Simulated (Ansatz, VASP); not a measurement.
One calculation of ZnS, two programs

The input POSCAR:

```
ZnS
1.0
    0.0000000000      2.7198102230      2.7198102230
    2.7198102230      0.0000000000      2.7198102230
    2.7198102230      2.7198102230      0.0000000000
Zn S
1 1
Direct
    0.0000000000      0.0000000000      0.0000000000
    0.7500000000      0.7500000000      0.7500000000
```

Contents of INCAR.step1:

```
PREC = Accurate
ENCUT = 520
ISMEAR = 0
SIGMA = 0.05
LREAL = False
LASPH = True
NELM = 80
NBANDS = 16
GGA = PE
ALGO = Normal
EDIFF = 1E-4
LWAVE = True
LCHARG = False
```

File INCAR.step2:

```
PREC = Accurate
ENCUT = 520
EDIFF = 1E-6
ISMEAR = 0
SIGMA = 0.05
LREAL = False
LASPH = True
NELM = 80
ALGO = Normal
ISIF = 2
LWAVE = False
LCHARG = False
METAGGA = R2SCAN
LMIXTAU = True
IVDW = 13
VDW_S6 = 1.0
VDW_S8 = 0.6018749
VDW_A1 = 0.51559235
VDW_A2 = 5.77342911
NBANDS = 16
ISTART = 1
```

KPOINTS

```
Automatic mesh
0
Gamma
  8 8 8
```

Input for Ansatz:

```yaml
crystal:
  lattice:
    - [0.0, 2.719810223, 2.719810223]
    - [2.719810223, 0.0, 2.719810223]
    - [2.719810223, 2.719810223, 0.0]
  atoms:
    - { symbol: Zn, position: [0.0, 0.0, 0.0] }
    - { symbol: S, position: [0.75, 0.75, 0.75] }
basis:
  ecutwfc: 500
  ecutrho_ratio: 4
kpoints:
  mp_grid: { grid: [8, 8, 8] }
hamiltonian:
  xc: r2scan
  dispersion: d4
scf:
  occupations: { method: gaussian, width: 0.05 }
output:
  forces: true
  stress: true
  eigenvalues: true
```

Alike in both runs: task single point; functional r2SCAN; dispersion D4; k mesh 8 × 8 × 8; occupations gaussian, width 0.05 eV; no spin polarisation.

```csv
,VASP,Ansatz
version,VASP 6.6.1,Ansatz 0.2.0
potentials or method,"VASP PAW PBE potentials, release 64 (Zn, S), cutoff 520 eV","scalar-relativistic, plane waves, PAW"
valence electrons in the cell,18,18
```

VASP gave:

| Quantity | Value |
| --- | --- |
| gap on the k mesh at the Fermi level (eV) | 2.58 |
| least direct gap on the mesh (eV) | 2.58 |
| pressure (GPa) | -2.9 |

**Question.** What did Ansatz give for the same quantities?

**Answer.** gap on the k mesh at the Fermi level (eV): 2.57; least direct gap on the mesh (eV): 2.57; pressure (GPa): -2.9.

VASP's potentials were made for PBE, not for r2SCAN.
